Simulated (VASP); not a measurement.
TaWC2: single point with LDA

Crystal: TaWC2.

```
W Ta C
1.0
     1.53977    0.88899    4.99748
    -1.53977    0.88899    4.99748
     0.00000   -1.77797    4.99748
W Ta C
1 1 2
Direct
  0.00000 0.00000 0.00000
  0.50000 0.50000 0.50000
  0.25093 0.25093 0.25093
  0.74907 0.74907 0.74907
```

| Item | Value |
| --- | --- |
| Program | VASP 6.6.1 |
| Task | single point |
| Functional | LDA |
| Potentials or basis | VASP PAW LDA potentials, release 64 (W_sv, Ta_pv, C) |
| Cutoff | 520 eV |
| k mesh | 10 × 10 × 10 |
| Occupations | fermi-dirac, width 0.05 eV |
| Spin | no spin polarisation |
| Dipole correction | no |
| Further INCAR settings | ALGO = Normal; EDIFF = 1e-06; NBANDS = 24 |

- Pressure: 7.6 GPa
- Largest force: 0.097 eV/Å
- Band gap on the k mesh: zero (an odd number of electrons rules out a gap without spin polarisation)

Forces on the atoms (eV/Å):
```
W    0.000  0.000  0.000
Ta   0.000  0.000  0.000
C    0.000  0.000  0.097
C    0.000  0.000 -0.097
```

Levels at points of the mesh, in eV from the Fermi level:
```tsv
k point	band 15	band 16	band 17	band 18	band 19	band 20
(0.00, 0.00, 0.00)	-2.22	-0.84	-0.84	-0.78	-0.24	-0.24
(0.50, 0.00, 0.00)	-4.67	-1.31	-0.79	1.61	2.37	3.37
(0.50, 0.50, 0.00)	-2.17	-2.11	1.34	1.80	1.97	2.80
(0.50, 0.50, 0.50)	-4.61	-1.03	-1.03	0.17	0.17	0.33
```

It took 6.1 min on 1 thread of Intel Xeon 8259CL (shared host), peak memory 0.29 GiB.

Caveat: the cell stands under pressure; spin-orbit coupling is left out, which moves the levels of the heavy elements.
